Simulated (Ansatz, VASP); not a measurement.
## Co: VASP beside Ansatz

Contents of INCAR:

```
PREC = Accurate
ENCUT = 600
EDIFF = 1E-6
ISMEAR = -1
SIGMA = 0.1
LREAL = F
LASPH = T
NELM = 120
ALGO = Normal
ISIF = 2
LWAVE = F
LCHARG = F
GGA = PS
NBANDS = 16
GGA_COMPAT = F
```

The input KPOINTS:

```
Automatic mesh
0
Gamma
  13 13 13
```

POSCAR

```
Co
1.0
    0.0000000000      2.4874203797      2.4874203797
    2.4874203797      0.0000000000      2.4874203797
    2.4874203797      2.4874203797      0.0000000000
Co
2
Direct
    0.1250000000      0.1250000000      0.1250000000
    0.8750000000      0.8750000000      0.8750000000
```

Input for Ansatz:

```yaml
crystal:
  lattice:
    - [0.0, 2.4874203797, 2.4874203797]
    - [2.4874203797, 0.0, 2.4874203797]
    - [2.4874203797, 2.4874203797, 0.0]
  atoms:
    - { symbol: Co, position: [0.125, 0.125, 0.125] }
    - { symbol: Co, position: [0.875, 0.875, 0.875] }
hamiltonian:
  xc: pbesol
  pseudopotentials:
    kind: paw
    azcp:
      Co: "pseudopotentials/Co.paw.azcp"
basis:
  ecutwfc: 420
  fft_grid_basis: typed
kpoints:
  mp_grid: { grid: [13, 13, 13], shift: [0, 0, 0] }
magnetization:
  spin_polarized: false
scf:
  occupations: { method: fermi_dirac, width: 0.1 }
  lower_state_search: "off"
output:
  stress: true
```

Alike in both runs: task single point; functional PBEsol; k mesh 13 × 13 × 13; occupations fermi-dirac, width 0.1 eV; no spin polarisation.

|  | VASP | Ansatz |
| --- | --- | --- |
| version | VASP 6.6.1 | Ansatz 0.2.0 |
| potentials or method | VASP PAW PBE potentials, release 64 (Co), cutoff 600 eV | plane waves (420 eV) with PAW, scalar-relativistic |
| valence electrons in the cell | 18 | 34 |

```csv
,VASP,Ansatz,Ansatz less VASP
pressure (GPa),-10.4,-9.7,+0.70
```

VASP's potentials were made for PBE, not for PBEsol, and Ansatz warns of the same on its side. VASP's potentials hold 18 valence electrons a cell and Ansatz's 34, so a difference there can come from the potentials and not from the codes.
